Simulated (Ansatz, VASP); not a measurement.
Two plane-wave programs on KZnF3

INCAR

```
SYSTEM = KZnF3
ALGO = Normal ; EDIFF = 1E-6
ENCUT = 520 ; ISIF = 2
ISMEAR = 0 ; LASPH = .True.
LCHARG = .False. ; LREAL = .False.
LWAVE = .False. ; NBANDS = 29
NELM = 80 ; PREC = Accurate
SIGMA = 0.05
```

The input KPOINTS:

```
k-points
0
Gamma
  6 6 6
  0 0 0
```

POSCAR

```
KZnF3
1.0
    4.0500000000      0.0000000000      0.0000000000
    0.0000000000      4.0500000000      0.0354375000
    0.0000000000      0.0354375000      4.0500000000
K Zn F
1 1 3
Direct
    0.0000000000      0.0000000000      0.0000000000
    0.5000000000      0.5000000000      0.5000000000
    0.5000000000      0.5000000000      0.0000000000
    0.0000000000      0.5000000000      0.5000000000
    0.5000000000      0.0000000000      0.5000000000
```

Input for Ansatz:

```yaml
crystal:
  lattice:
    - [4.05, 0.0, 0.0]
    - [0.0, 4.05, 0.0354375]
    - [0.0, 0.0354375, 4.05]
  atoms:
    - { symbol: K, position: [0.0, 0.0, 0.0] }
    - { symbol: Zn, position: [0.5, 0.5, 0.5] }
    - { symbol: F, position: [0.5, 0.5, 0.0] }
    - { symbol: F, position: [0.0, 0.5, 0.5] }
    - { symbol: F, position: [0.5, 0.0, 0.5] }
basis:
  ecutwfc: 420
kpoints:
  mp_grid: { grid: [6, 6, 6] }
hamiltonian:
  xc: lda
scf:
  occupations: { method: gaussian, width: 0.05 }
output:
  forces: true
  stress: true
  eigenvalues: true
```

Change from the starting cell: strain +0.0175 x Voigt [0, 0, 0, 1, 0, 0], atoms carried along.

Alike in both runs: task single point; functional LDA; k mesh 6 × 6 × 6; occupations gaussian, width 0.05 eV; no spin polarisation.

|  | VASP | Ansatz |
| --- | --- | --- |
| version | VASP 6.6.1 | Ansatz 0.2.0 |
| potentials or method | VASP PAW LDA potentials, release 64 (K_sv, Zn, F), cutoff 520 eV | scalar-relativistic, plane waves, PAW |
| valence electrons in the cell | 42 | 42 |

VASP gave:

```
gap on the k mesh at the Fermi level (eV)                     : 3.59
least direct gap on the mesh (eV)                             : 5.36
pressure (GPa)                                                : -4.3
traceless stress, the component that is largest in VASP (GPa) : -0.57
```

Problem. What did Ansatz give for the same quantities?

Solution. gap on the k mesh at the Fermi level (eV): 3.63; least direct gap on the mesh (eV): 5.38; pressure (GPa): -4.8; traceless stress, the component that is largest in VASP (GPa): -0.58.

LDA's correlation is that of Perdew and Zunger in VASP and of Perdew and Wang (1992) in Ansatz.
